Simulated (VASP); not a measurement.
# PbO (Litharge) (P4/nmm) in VASP: further runs, part 2 of 2

VASP 6.6.1.

**3. Single point, PBE+D4**

This run uses another cell than the first one, of 20.20 Å³/atom, 1.020 times its volume.

INCAR reads:

```
SYSTEM = PbO
PREC = Accurate ; ENCUT = 520
EDIFF = 1E-7 ; ISMEAR = -1
SIGMA = 0.02 ; LREAL = .False.
LASPH = .True. ; NELM = 100
ALGO = Normal ; ISIF = 2
LWAVE = .False. ; LCHARG = .False.
GGA = PE ; IVDW = 13
NBANDS = 28
```

KPOINTS reads:

```
regular mesh
0
Gamma
  6 6 6
  0 0 0
```

POSCAR reads:

```
PbO
1.0
    4.0349047976      0.0000000000      0.0000000000
    0.0000000000      4.0349047976      0.0000000000
    0.0000000000      0.0000000000      4.9640924767
Pb O
2 2
Direct
    0.0000000000      0.5000000000      0.2390444776
    0.5000000000      0.0000000000      0.7609555224
    0.0000000000      0.0000000000      0.0000000000
    0.5000000000      0.5000000000      0.0000000000
```

Potentials or basis: VASP PAW PBE potentials, release 64 (Pb_d, O).

Run with:

```
cat potpaw_PBE.64/Pb_d/POTCAR potpaw_PBE.64/O/POTCAR > POTCAR
mpirun -np 1 vasp_std > vasp.out
```

OUTCAR:

```text
SYSTEM = PbO
   PREC = Accurate
   ENCUT = 520
   EDIFF = 1E-7
   ISMEAR = -1
   LREAL = .False.
   LASPH = .True.
   NELM = 100
   ISIF = 2
   GGA = PE
   IVDW = 13

 ion  position               nearest neighbor table
   1  0.000  0.500  0.239-   3 2.34   4 2.34   3 2.34   4 2.34   2 3.71   2 3.71   2 3.71   2 3.71
                             2 3.85   2 3.85   2 3.85   2 3.85
   2  0.500  0.000  0.761-   3 2.34   4 2.34   4 2.34   3 2.34   1 3.71   1 3.71   1 3.71   1 3.71
                             1 3.85   1 3.85   1 3.85   1 3.85
   3  0.000  0.000  0.000-   1 2.34   2 2.34   1 2.34   2 2.34
   4  0.500  0.500  0.000-   1 2.34   2 2.34   2 2.34   1 2.34

  LATTYP: Found a simple tetragonal cell.
 ALAT       =     4.0349047976
 C/A-ratio  =     1.2302873861

  Lattice vectors:

 A1 = (   4.0349047976,   0.0000000000,   0.0000000000)
 A2 = (   0.0000000000,   4.0349047976,   0.0000000000)
 A3 = (   0.0000000000,   0.0000000000,   4.9640924767)

Analysis of symmetry for initial positions (statically):
=====================================================================
 Subroutine PRICEL returns:
 Original cell was already a primitive cell.

 Routine SETGRP: Setting up the symmetry group for a
 simple tetragonal supercell.

 Subroutine GETGRP returns: Found 16 space group operations
 (whereof  8 operations were pure point group operations)
 out of a pool of 16 trial point group operations.

The static configuration has the point symmetry D_2d.
 The point group associated with its full space group is D_4h.

Analysis of symmetry for dynamics (positions and initial velocities):
=====================================================================
 Subroutine PRICEL returns:
 Original cell was already a primitive cell.

 Routine SETGRP: Setting up the symmetry group for a
 simple tetragonal supercell.

 Subroutine GETGRP returns: Found 16 space group operations
 (whereof  8 operations were pure point group operations)
 out of a pool of 16 trial point group operations.

The dynamic configuration has the point symmetry D_2d.
 The point group associated with its full space group is D_4h.

 Subroutine INISYM returns: Found 16 space group operations
 (whereof  8 operations are pure point group operations),
 and found     1 'primitive' translations
[... 122 lines left out ...]
  Thomas-Fermi vector in A             =   2.426518
   LORBIT       =      0    0 simple, 1 ext, 2 COOP (PROOUT), +10 PAW based schemes
   GGA     = PE    functional components
   LHFCALC =     F    Hartree Fock is set to
   AEXX    =    0.0000 exact exchange contribution
   IVDW    =    13    specifies the selected vdW correction
   LEPSILON=     F    determine dielectric tensor
   LRPA    =     F    only Hartree local field effects (RPA)
 non-spin polarized calculation
  energy-cutoff  :      520.00
  volume of cell :       80.82
 maximum number of plane-waves:      2206
   NGX = 15   NGY = 15   NGZ = 19

 number of electron      39.9999997 magnetization

 Free energy of the ion-electron system (eV)
  ---------------------------------------------------
  ext. energy  EPLUGINS =         0.00000000
  ---------------------------------------------------
  free energy    TOTEN  =       -21.45839250 eV

  energy without entropy =      -21.45839250  energy(sigma->0) =      -21.45839250

 E-fermi :   5.3086     XC(G=0):  -9.7629

 val. band max:        4.8530385419   @ k =   0.1667   0.0000   0.0000
 cond. band min:       6.1184442371   @ k =   0.5000   0.5000   0.0000
 fundamental gap:      1.2654056952
 Fermi energy:         5.3086084199

 k-point     1 :       0.0000    0.0000    0.0000
  band No.  band energies     occupation
      1     -13.2033      2.00000
      2     -12.7656      2.00000
      3     -11.0672      2.00000
      4     -11.0672      2.00000
      5     -11.0164      2.00000
      6     -10.9759      2.00000
[... 733 lines left out ...]
     27      14.5883      0.00000
     28      14.5883      0.00000

 [... further k-points ...]

------------------------ aborting loop because EDIFF is reached ----------------------------------------

  DFT-D4 for vdW energy calculation

  Edisp (eV):   -1.09623

  FORCE on cell =-STRESS in cart. coord.  units (eV):
  Direction    XX          YY          ZZ          XY          YZ          ZX
  --------------------------------------------------------------------------------------
  -------------------------------------------------------------------------------------
  Total       0.05176     0.05176     0.01329     0.00000    -0.00000     0.00000
  in kB       1.02607     1.02607     0.26343     0.00000    -0.00000     0.00000
  external pressure =        0.77 kB  Pullay stress =        0.00 kB

 VOLUME and BASIS-vectors are now :
 -----------------------------------------------------------------------------
  energy-cutoff  :      520.00
  volume of cell :       80.82
      direct lattice vectors                 reciprocal lattice vectors
     4.034904798  0.000000000  0.000000000     0.247837322  0.000000000  0.000000000
     0.000000000  4.034904798  0.000000000     0.000000000  0.247837322  0.000000000
     0.000000000  0.000000000  4.964092477     0.000000000  0.000000000  0.201446690

 POSITION                                       TOTAL-FORCE (eV/Angst)
 -----------------------------------------------------------------------------------
      0.00000      2.01745      1.18664         0.000000      0.000000      0.040709
      2.01745      0.00000      3.77745        -0.000000      0.000000     -0.040709
      0.00000      0.00000      0.00000        -0.000000      0.000000      0.000000
      2.01745      2.01745      0.00000        -0.000000     -0.000000      0.000000
 -----------------------------------------------------------------------------------
    total drift:                                0.000000      0.000000      0.000000

  FREE ENERGIE OF THE ION-ELECTRON SYSTEM (eV)
  ---------------------------------------------------
  free  energy   TOTEN  =       -22.5546213828 eV

  energy  without entropy=      -22.5546213827  energy(sigma->0) =      -22.55462138
```

OSZICAR:

```text
N       E                     dE             d eps       ncg     rms          rms(c)
DAV:   1     0.464203207267E+03    0.46420E+03   -0.19678E+04  2240   0.170E+03
DAV:   2     0.360699654209E+02   -0.42813E+03   -0.41064E+03  2300   0.446E+02
DAV:   3    -0.235883360214E+02   -0.59658E+02   -0.58283E+02  2880   0.182E+02
DAV:   4    -0.260720753253E+02   -0.24837E+01   -0.24751E+01  2624   0.390E+01
DAV:   5    -0.261436885666E+02   -0.71613E-01   -0.71606E-01  2596   0.707E+00    0.124E+01
DAV:   6    -0.216871634194E+02    0.44565E+01   -0.25029E+01  3284   0.390E+01    0.562E+00
DAV:   7    -0.214884827107E+02    0.19868E+00   -0.30199E+00  2780   0.124E+01    0.249E+00
DAV:   8    -0.214655895508E+02    0.22893E-01   -0.51772E-01  2404   0.467E+00    0.769E-01
DAV:   9    -0.214573922409E+02    0.81973E-02   -0.52174E-02  3564   0.180E+00    0.276E-01
DAV:  10    -0.214585879093E+02   -0.11957E-02   -0.11371E-02  2612   0.764E-01    0.898E-02
DAV:  11    -0.214584304189E+02    0.15749E-03   -0.21093E-03  3484   0.368E-01    0.612E-02
DAV:  12    -0.214583956130E+02    0.34806E-04   -0.31656E-04  3212   0.162E-01    0.183E-02
DAV:  13    -0.214583933231E+02    0.22899E-05   -0.45795E-05  2616   0.455E-02    0.538E-03
DAV:  14    -0.214583927917E+02    0.53149E-06   -0.34950E-06  3288   0.157E-02    0.132E-03
DAV:  15    -0.214583925661E+02    0.22556E-06   -0.20385E-07  1856   0.326E-03    0.420E-04
DAV:  16    -0.214583925006E+02    0.65457E-07   -0.39514E-08  1384   0.257E-03
   1 F= -.22554621E+02 E0= -.22554621E+02  d E =-.286230E-11
```

It took 38 s on 1 thread of Intel Xeon 6975P-C (Granite Rapids), shared host; peak memory 0.22 GiB.

What came out:

| Property | Result |
| --- | --- |
| Free energy | -22.5546 eV |
| Pressure | 0.1 GPa |
| Largest force | 0.041 eV/Å |
| Band gap on the k mesh | 1.27 eV, indirect (least direct gap 2.16 eV) |
| Dispersion energy per atom | -0.274 eV |

Forces on the atoms (eV/Å):
```
Pb   0.000  0.000  0.041
Pb   0.000  0.000 -0.041
O    0.000  0.000  0.000
O    0.000  0.000  0.000
```

Caveat: spin-orbit coupling is left out, which moves the levels of the heavy elements. A k mesh can miss the band edges.

**4. Single point, PBE+D3(BJ)**

This run uses another cell than the first one, of 20.32 Å³/atom, 1.026 times its volume.

INCAR reads:

```
PREC = Accurate
ENCUT = 520
EDIFF = 1E-6
ISMEAR = -1
SIGMA = 0.02
LREAL = False
LASPH = True
NELM = 80
ALGO = Normal
ISIF = 2
LWAVE = False
LCHARG = True
GGA = PE
IVDW = 12
LELF = True
LVHAR = True
NBANDS = 28
```

KPOINTS reads:

```
regular mesh
0
Gamma
  6 6 6
```

POSCAR reads:

```
PbO
1.0
    4.0343675461      0.0000000000      0.0000000000
    0.0000000000      4.0343675461      0.0000000000
    0.0000000000      0.0000000000      4.9938698690
Pb O
2 2
Direct
    0.0000000000      0.5000000000      0.2377173507
    0.5000000000      0.0000000000      0.7622826493
    0.0000000000      0.0000000000      0.0000000000
    0.5000000000      0.5000000000      0.0000000000
```

Run with:

```
cat potpaw_PBE.64/Pb_d/POTCAR potpaw_PBE.64/O/POTCAR > POTCAR
mpirun -np 1 vasp_std > vasp.out
```

Wall time 34 s (1 thread of Intel Xeon 6975P-C (Granite Rapids), shared host); peak memory 0.23 GiB.

The run converged. Its results:

- Free energy: -22.3981 eV
- Pressure: 0.1 GPa
- Largest force: 0.039 eV/Å
- Band gap on the k mesh: 1.29 eV, indirect (least direct gap 2.19 eV)
- Dispersion energy per atom: -0.233 eV

Forces on the atoms (eV/Å):
```
Pb   0.000  0.000  0.039
Pb   0.000  0.000 -0.039
O    0.000  0.000  0.000
O    0.000  0.000  0.000
```

Levels at points of the mesh, in eV from the valence-band top:
```
           k point  band 18  band 19  band 20  band 21  band 22  band 23
(0.00, 0.00, 0.00)    -1.51    -1.51     0.00     2.39     5.58     5.59
(0.50, 0.00, 0.00)    -2.81    -1.48    -1.48     3.44     3.44     6.55
(0.50, 0.50, 0.00)    -1.52    -0.90    -0.90     1.29     1.29     5.36
(0.00, 0.00, 0.50)    -1.54    -1.54    -0.73     1.95     4.01     4.01
(0.50, 0.00, 0.50)    -2.77    -0.85    -0.85     3.14     3.14     6.24
(0.50, 0.50, 0.50)    -2.13    -0.90    -0.90     3.55     3.55     4.81
```

Caveat: spin-orbit coupling is left out, which moves the levels of the heavy elements. A k mesh can miss the band edges.

**5. The runs side by side**

```tsv
level	potentials or basis	cell	smearing	gap on the mesh (eV)	pressure (GPa)	largest force (eV/Å)
LDA	VASP PAW LDA potentials, release 64 (Pb_d, O)	a = 3.980, b = 3.980, c = 5.001 Å, 4 atoms	gaussian 0.01 eV	1.18	-2.0	0.18
PBE+D4	VASP PAW PBE potentials, release 64 (Pb_d, O)	a = 4.035, b = 4.035, c = 4.964 Å, 4 atoms	fermi-dirac 0.02 eV	1.27	0.1	0.04
PBE+D3(BJ)	VASP PAW PBE potentials, release 64 (Pb_d, O)	a = 4.034, b = 4.034, c = 4.994 Å, 4 atoms	fermi-dirac 0.02 eV	1.29	0.1	0.04
```

Alike in all rows: task single point; no spin polarisation; k mesh 6 × 6 × 6; cutoff (eV) 520.

Caveats: spin-orbit coupling is left out, which moves the levels of the heavy elements.

Total energies depend on the potentials used, so only differences within one code and one set of settings carry meaning.
